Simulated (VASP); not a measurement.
Set up this calculation in VASP 6.6.1, as the native input.

| Property | Result |
| --- | --- |
| Task | single point |
| Functional | r2SCAN |
| Potentials or basis | VASP PAW PBE potentials, release 64 (Hf_pv, C) |
| Cutoff | 520 eV |
| k mesh | 15 × 15 × 15 |
| Occupations | fermi-dirac, width 0.02 eV |
| Spin | no spin polarisation |
| Dipole correction | no |
| Further INCAR settings | ALGO = Normal; EDIFF = 1e-07; NBANDS = 14 |

HfC:

```
Hf C
1.0
     0.00000    2.32500    2.32500
     2.32500    0.00000    2.32500
     2.32500    2.32500    0.00000
Hf C
1 1
Direct
  0.50000 0.50000 0.50000
  0.00000 0.00000 0.00000
```

One way to write it, as run:

POSCAR

```
HfC
1.0
    0.0000000000      2.3250000000      2.3250000000
    2.3250000000      0.0000000000      2.3250000000
    2.3250000000      2.3250000000      0.0000000000
Hf C
1 1
Direct
    0.5000000000      0.5000000000      0.5000000000
    0.0000000000      0.0000000000      0.0000000000
```

INCAR.step1

```
SYSTEM = HfC
ALGO = Normal
EDIFF = 1E-4
ENCUT = 520
GGA = PE
ISMEAR = -1
LASPH = .True.
LCHARG = .False.
LREAL = .False.
LWAVE = .True.
NBANDS = 14
NELM = 80
PREC = Accurate
SIGMA = 0.02
```

INCAR.step2

```
SYSTEM = HfC
ALGO = Normal
EDIFF = 1E-7
ENCUT = 520
ISIF = 2
ISMEAR = -1
ISTART = 1
LASPH = .True.
LCHARG = .True.
LELF = .True.
LMIXTAU = .True.
LREAL = .False.
LVHAR = .True.
LWAVE = .False.
METAGGA = R2SCAN
NBANDS = 14
NELM = 80
PREC = Accurate
SIGMA = 0.02
```

KPOINTS

```
k-points
0
Gamma
  15 15 15
  0 0 0
```

Potentials or basis: VASP PAW PBE potentials, release 64 (Hf_pv, C).

The run is started by

```bash
$ cat potpaw_PBE.64/Hf_pv/POTCAR potpaw_PBE.64/C/POTCAR > POTCAR
$ cp INCAR.step1 INCAR
$ mpirun -np 1 vasp_std > vasp.out
$ cp INCAR.step2 INCAR
$ mpirun -np 1 vasp_std > vasp.out
```

It gave:

```
Pressure               : -2.5 GPa
Band gap on the k mesh : zero (band 7 reaches 6.90 eV, above the bottom of band 8 at 5.42 eV)
```

Caveat: the PAW data sets were made with another functional, which shifts forces and pressure a little; spin-orbit coupling is left out, which moves the levels of the heavy elements.

It took 84 s on 1 thread of AMD EPYC 7R13, with other jobs on the host, peak memory 0.18 GiB.
